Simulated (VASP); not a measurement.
# W (P6_3/mmc) in VASP: further runs

Runs on W. Level: PBEsol. Tasks: single point.

Program: VASP 6.6.1. These are calculated values, not measurements. Logs are shortened: lines on timing, memory, paths and dates and some standing lists are left out, and cuts for length are marked.

**1. The cell of the first run**

It takes space group P6_3/mmc (No. 194, hexagonal). The conventional cell has a = 2.753 Å, b = 2.753 Å, c = 4.892 Å, α = 90.00°, β = 90.00°, γ = 120.00°. W (site symmetry -6m2) has 12 W at 2.75 to 2.92 Å within 3.6 Å.

This isn't the form of W at room conditions, which is bcc.

**2. Single point, PBEsol**

The input, INCAR:

```
  PREC = Accurate
  ENCUT = 520
  EDIFF = 1E-6
  ISMEAR = -1
  SIGMA = 0.1
  LREAL = False
  LASPH = True
  NELM = 80
  ALGO = Normal
  ISIF = 2
  LWAVE = False
  LCHARG = False
  GGA = PS
  NBANDS = 21
```

The input, KPOINTS:

```
Automatic mesh
0
Gamma
  13 13 7
```

The input, POSCAR:

```
W
1.0
    2.7528681835      0.0000000000      0.0000000000
   -1.3764340918      2.3840537801      0.0000000000
    0.0000000000      0.0000000000      4.8922930395
W
2
Direct
    0.3333333333      0.6666666667      0.2500000000
    0.6666666667      0.3333333333      0.7500000000
```

Potentials or basis: VASP PAW PBE potentials, release 64 (W_sv).

Launch:

```sh
cat potpaw_PBE.64/W_sv/POTCAR > POTCAR
mpirun -np 1 vasp_std > vasp.out
```

OUTCAR:

```text
PREC = Accurate
   ENCUT = 520
   EDIFF = 1E-6
   ISMEAR = -1
   LREAL = False
   LASPH = True
   NELM = 80
   ISIF = 2
   GGA = PS

 ion  position               nearest neighbor table
   1  0.333  0.667  0.250-   2 2.92   2 2.92   2 2.92   2 2.92   2 2.92   2 2.92
   2  0.667  0.333  0.750-   1 2.92   1 2.92   1 2.92   1 2.92   1 2.92   1 2.92

  LATTYP: Found a hexagonal cell.
 ALAT       =     2.7528681835
 C/A-ratio  =     1.7771621136

  Lattice vectors:

 A1 = (   2.7528681835,   0.0000000000,   0.0000000000)
 A2 = (  -1.3764340918,   2.3840537801,   0.0000000000)
 A3 = (   0.0000000000,   0.0000000000,   4.8922930395)

Analysis of symmetry for initial positions (statically):
=====================================================================
 Subroutine PRICEL returns:
 Original cell was already a primitive cell.

 Routine SETGRP: Setting up the symmetry group for a
 hexagonal supercell.

 Subroutine GETGRP returns: Found 24 space group operations
 (whereof 12 operations were pure point group operations)
 out of a pool of 24 trial point group operations.

The static configuration has the point symmetry D_3d.
 The point group associated with its full space group is D_6h.

Analysis of symmetry for dynamics (positions and initial velocities):
=====================================================================
 Subroutine PRICEL returns:
 Original cell was already a primitive cell.

 Routine SETGRP: Setting up the symmetry group for a
 hexagonal supercell.

 Subroutine GETGRP returns: Found 24 space group operations
 (whereof 12 operations were pure point group operations)
 out of a pool of 24 trial point group operations.

The dynamic configuration has the point symmetry D_3d.
 The point group associated with its full space group is D_6h.

 Subroutine INISYM returns: Found 24 space group operations
 (whereof 12 operations are pure point group operations),
 and found     1 'primitive' translations

----------------------------------------------------------------------------------------

                                     Primitive cell

[... 74 lines left out ...]
   total plane-waves  NPLWV =  14400
   dimension x,y,z NGX =    20 NGY =   20 NGZ =   36
   dimension x,y,z NGXF=    40 NGYF=   40 NGZF=   72
   ions per type =               2
   NGX,Y,Z   is equivalent  to a cutoff of  12.08, 12.08, 12.23 a.u.
   NGXF,Y,Z  is equivalent  to a cutoff of  24.16, 24.16, 24.47 a.u.
 SYSTEM =  unknown system
   PREC   = accura    normal or accurate (medium, high low for compatibility)
   ISTART =      0    job   : 0-new  1-cont  2-samecut
   ICHARG =      2    charge: 1-file 2-atom 10-const
   ISPIN  =      1    spin polarized calculation?
   LNONCOLLINEAR =      F non collinear calculations
   LSORBIT =      F    spin-orbit coupling
   LASPH  =      T    aspherical Exc in radial PAW
   ENCUT  =  520.0 eV  38.22 Ry    6.18 a.u.   5.12  5.12  9.10*2*pi/ulx,y,z
   NELM   =     80;   NELMIN=  2; NELMDL= -5     # of ELM steps
   EDIFF  = 0.1E-05   stopping-criterion for ELM
   LREAL  =      F    real-space projection
   EDIFFG = 0.1E-04   stopping-criterion for IOM
   NSW    =      0    number of steps for IOM
   IBRION =     -1    ionic relax: 0-MD 1-quasi-New 2-CG
   NFREE  =      0    steps in history (QN), initial steepest desc. (CG)
   ISIF   =      2    stress and relaxation
   ISYM   =      2    0-nonsym 1-usesym 2-fastsym
   POTIM  = 0.5000    time-step for ionic-motion
   TEBEG  =    0.0;   TEEND  =   0.0 temperature during run
   PSTRESS=    0.0 pullay stress
   NELECT =      28.0000    total number of electrons
   NUPDOWN=      -1.0000    fix difference up-down
   EMIN   =  10.00;   EMAX   =-10.00  energy-range for DOS
   EFERMI =   0.00;   METHOD = LEGACY
   ISMEAR =    -1;   SIGMA  =   0.10  broadening in eV -4-tet -1-fermi 0-gaus
   EFERMI_NEDOS =   21; number of points for ismear=-14 and -15
   IALGO  =     38    algorithm
   IMIX   =      4    mixing-type and parameters
     AMIX     =   0.40;   BMIX     =  1.00
     AMIX_MAG =   1.60;   BMIX_MAG =  1.00
  volume/ion in A,a.u.               =      16.05       108.34
  Fermi-wavevector in a.u.,A,eV,Ry     =   1.564070  2.955664 33.284138  2.446315
  Thomas-Fermi vector in A             =   2.666748
   LORBIT       =      0    0 simple, 1 ext, 2 COOP (PROOUT), +10 PAW based schemes
   GGA     = PS    functional components
   LHFCALC =     F    Hartree Fock is set to
   AEXX    =    0.0000 exact exchange contribution
   IVDW    =     0    specifies the selected vdW correction
   LEPSILON=     F    determine dielectric tensor
   LRPA    =     F    only Hartree local field effects (RPA)
 non-spin polarized calculation
  energy-cutoff  :      520.00
  volume of cell :       32.11
 maximum number of plane-waves:       875
   NGX = 11   NGY = 11   NGZ = 19

 number of electron      28.0000005 magnetization

 Free energy of the ion-electron system (eV)
  ---------------------------------------------------
  ext. energy  EPLUGINS =         0.00000000
  ---------------------------------------------------
  free energy    TOTEN  =       -26.61721661 eV

  energy without entropy =      -26.55130582  energy(sigma->0) =      -26.58426122

 E-fermi :  10.7191     XC(G=0): -13.6721

 val. band max:       10.7066845148   @ k =   0.3846  -0.0000   0.0000
 cond. band min:      10.7263123482   @ k =   0.3077   0.2308   0.1429
 fundamental gap:      0.0196278334
 Fermi energy:        10.7190895560

 k-point     1 :       0.0000    0.0000    0.0000
  band No.  band energies     occupation
      1     -62.9699      2.00000
      2     -62.8894      2.00000
      3     -27.7441      2.00000
      4     -26.7434      2.00000
      5     -26.5605      2.00000
      6     -26.5605      2.00000
[... 565 lines left out ...]
     20      16.5414      0.00000
     21      20.5057      0.00000

 [... further k-points ...]
[... 5 lines left out ...]
  --------------------------------------------------------------------------------------
  -------------------------------------------------------------------------------------
  Total        0.1273741      0.1273741      0.0881343     -0.0000000     -0.0000000      0.0000000
  in kB        6.3559093      6.3559093      4.3978629     -0.0000000     -0.0000000      0.0000000
  external PRESSURE =       5.7032272 kB  Pullay stress =       0.0000000 kB

 VOLUME and BASIS-vectors are now :
 -----------------------------------------------------------------------------
  energy-cutoff  :      520.00
  volume of cell :       32.11
      direct lattice vectors                 reciprocal lattice vectors
     2.752868183  0.000000000  0.000000000     0.363257495  0.209726812  0.000000000
    -1.376434092  2.384053780  0.000000000     0.000000000  0.419453625  0.000000000
     0.000000000  0.000000000  4.892293040     0.000000000  0.000000000  0.204403128

 POSITION                                       TOTAL-FORCE (eV/Angst)
 -----------------------------------------------------------------------------------
     -0.00000      1.58937      1.22307        -0.000000      0.000000      0.000000
      1.37643      0.79468      3.66922         0.000000     -0.000000      0.000000
 -----------------------------------------------------------------------------------
    total drift:                               -0.000000      0.000000     -0.000000

  FREE ENERGIE OF THE ION-ELECTRON SYSTEM (eV)
  ---------------------------------------------------
  free  energy   TOTEN  =       -26.6172166079 eV

  energy  without entropy=      -26.5513058223  energy(sigma->0) =      -26.58426122
```

OSZICAR:

```text
N       E                     dE             d eps       ncg     rms          rms(c)
DAV:   1     0.293378305188E+03    0.29338E+03   -0.17201E+04  3544   0.158E+03
DAV:   2    -0.183148673773E+02   -0.31169E+03   -0.30427E+03  3846   0.469E+02
DAV:   3    -0.278452276522E+02   -0.95304E+01   -0.93480E+01  4024   0.824E+01
DAV:   4    -0.279343820701E+02   -0.89154E-01   -0.89077E-01  3813   0.854E+00
DAV:   5    -0.279353135176E+02   -0.93145E-03   -0.93144E-03  3974   0.884E-01    0.294E+01
DAV:   6    -0.268966423096E+02    0.10387E+01   -0.12547E+00  3841   0.106E+01    0.117E+01
DAV:   7    -0.266276577487E+02    0.26898E+00   -0.65015E-01  3967   0.692E+00    0.658E-01
DAV:   8    -0.266173803509E+02    0.10277E-01   -0.12594E-02  3618   0.115E+00    0.104E-01
DAV:   9    -0.266172117090E+02    0.16864E-03   -0.34593E-04  4550   0.151E-01    0.582E-02
DAV:  10    -0.266172167482E+02   -0.50391E-05   -0.17418E-05  3703   0.375E-02    0.644E-03
DAV:  11    -0.266172166079E+02    0.14023E-06   -0.34543E-06  3245   0.160E-02
   1 F= -.26617217E+02 E0= -.26584261E+02  d E =-.659108E-01
```

stdout:

```text
POSCAR found type information on POSCAR W
 POSCAR found :  1 types and       2 ions
 scaLAPACK will be used
 -----------------------------------------------------------------------------
|                                                                             |
|                                                                             |
|     You enforced a specific xc type in the INCAR file but a different       |
|     I HOPE YOU KNOW WHAT YOU ARE DOING!                                     |
|                                                                             |
 -----------------------------------------------------------------------------

 LDA part: xc-table for (Slater+PW92), standard interpolation
 POSCAR, INCAR and KPOINTS ok, starting setup
 FFT: planning ... GRIDC
 FFT: planning ... GRID_SOFT
 FFT: planning ... GRID
 WAVECAR not read
 entering main loop
```

Wall time 34 s (1 thread of Intel Xeon 8259CL, shared host); peak memory 0.17 GiB.

What came out:

- Free energy: -26.6172 eV
- Pressure: 0.6 GPa
- Band gap on the k mesh: zero (bands 14 and 15 overlap by 1.70 eV)

Stress tensor (GPa, compression positive):
```
0.64 0.00 0.00
0.00 0.64 0.00
0.00 0.00 0.44
```

Caveat: the PAW data sets were made with another functional, which shifts forces and pressure a little; spin-orbit coupling is left out, which moves the levels of the heavy elements.

(Part 1 of 2 ends here.)

The gap in the log of VASP goes by the Fermi energy; the results here count the filled bands.